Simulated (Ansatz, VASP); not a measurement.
# One calculation of BP, two programs

```
B P
1.0
     0.00000    2.31942    2.31942
     2.31942    0.00000    2.31942
     2.31942    2.31942    0.00000
B P
1 1
Cartesian
  0.0000 0.0000 0.0000
  1.1597 1.1597 1.1597
```

Alike in both runs: task single point; functional PBE; dispersion D3(BJ); k mesh 10 × 10 × 10; occupations gaussian, width 0.02 eV; no spin polarisation.

```csv
,VASP,Ansatz
version,VASP 6.6.1,Ansatz 0.2.0
potentials or method,"VASP PAW PBE potentials, release 64 (B, P), cutoff 500 eV","scalar-relativistic, plane waves, PAW"
valence electrons in the cell,8,8
```

```tsv
	VASP	Ansatz	Ansatz less VASP
gap on the k mesh at the Fermi level (eV)	1.33	1.33	+0.004
least direct gap on the mesh (eV)	3.31	3.31	+0.003
pressure (GPa)	-12.6	-12.4	+0.17
```
